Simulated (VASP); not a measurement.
Wanted: the native input for a VASP 6.6.1 run.

* Task: single point
* Functional: PBE
* Potentials or basis: VASP PAW PBE potentials, release 64 (Rb_sv, Br)
* Cutoff: 520 eV
* k mesh: 6 × 6 × 6
* Occupations: gaussian, width 0.02 eV
* Spin: no spin polarisation
* Dipole correction: no
* Further INCAR settings: ALGO = Normal; EDIFF = 1e-06; NBANDS = 15

The structure of RbBr lies in POSCAR:

```
RbBr
1.0
    0.0000000000      3.6219398004      3.6219398004
    3.6219398004      0.0000000000      3.6219398004
    3.6219398004      3.6219398004      0.0000000000
Rb Br
1 1
Direct
    0.0000000000      0.0000000000      0.0000000000
    0.5000000000      0.5000000000      0.5000000000
```

This cell differs from its parent crystal: volume scaled by 1.10.

The input as run:

INCAR

```
ALGO = Normal
EDIFF = 1E-6
ENCUT = 520
GGA = PE
ISIF = 2
ISMEAR = 0
LASPH = True
LCHARG = False
LREAL = False
LWAVE = False
NBANDS = 15
NELM = 60
PREC = Accurate
SIGMA = 0.02
```

KPOINTS

```
k-points
0
Gamma
  6 6 6
```

Potentials or basis: VASP PAW PBE potentials, release 64 (Rb_sv, Br).

The run is started by

```sh
$ cat potpaw_PBE.64/Rb_sv/POTCAR potpaw_PBE.64/Br/POTCAR > POTCAR
$ mpirun -np 1 vasp_std > vasp.out
```

It gave:

The pressure is -0.9 GPa and the band gap on the k mesh is 3.97 eV, direct.

Wall time 30 s on 1 thread of Intel(R) Xeon(R) Platinum 8259CL CPU @ 2.50GHz (Skylake/Cascade Lake), with other jobs on the host, peak memory 0.24 GiB.
